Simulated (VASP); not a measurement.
Input of a VASP 6.6.1 run:

INCAR

```
SYSTEM = VO2
PREC = Accurate ; ENCUT = 600
EDIFF = 1E-6 ; ISMEAR = -1
SIGMA = 0.05 ; LREAL = .FALSE.
LASPH = .TRUE. ; NELM = 200
ALGO = Normal ; ISIF = 2
LWAVE = .FALSE. ; LCHARG = .FALSE.
ISPIN = 2 ; MAGMOM = 2 2 0 0 0 0
LORBIT = 11 ; LMAXMIX = 4
GGA = RP ; NBANDS = 38
GGA_COMPAT = .FALSE.
```

Contents of KPOINTS:

```
regular mesh
0
G
  6 6 9
  0 0 0
```

Contents of POSCAR:

```
VO2
1.0
    4.4151925128      0.0000000000      0.0000000000
    0.0000000000      4.4151925128      0.0000000000
    0.0000000000      0.0000000000      2.9823009287
V O
2 4
Direct
    0.5000000000      0.5000000000      0.5000000000
    0.0000000000      0.0000000000      0.0000000000
    0.2003580000      0.7996420000      0.5000000000
    0.7996420000      0.2003580000      0.5000000000
    0.7003580000      0.7003580000      0.0000000000
    0.2996420000      0.2996420000      0.0000000000
```

Potentials or basis: VASP PAW PBE potentials, release 64 (V_sv, O).

Command:

```bash
$ cat potpaw_PBE.64/V_sv/POTCAR potpaw_PBE.64/O/POTCAR > POTCAR
$ mpirun -np 1 vasp_std > vasp.out
```

What does it give for the net moment?

2.00 μB per cell.

Predict the pressure.

11.7 GPa.

What does it give for the band gap on the k mesh?

Zero (filled and empty bands overlap).

Predict the largest force.

0.199 eV/Å.

Forces in eV/Å, atoms in the order of the input:
```
V    0.000  0.000  0.000
V    0.000  0.000  0.000
O   -0.141  0.141  0.000
O    0.141 -0.141  0.000
O   -0.141 -0.141  0.000
O    0.141  0.141  0.000
```

Caveat: the stress differs along the axes, from -1 to 18 GPa; the PAW data sets were made with another functional, which shifts forces and pressure a little; semilocal functionals often make such compounds metallic where correlation or magnetic order opens a gap, which also shifts bond lengths. With open d or f shells a metallic result of RPBE can be an artefact of self-interaction; +U or a hybrid may open a gap.
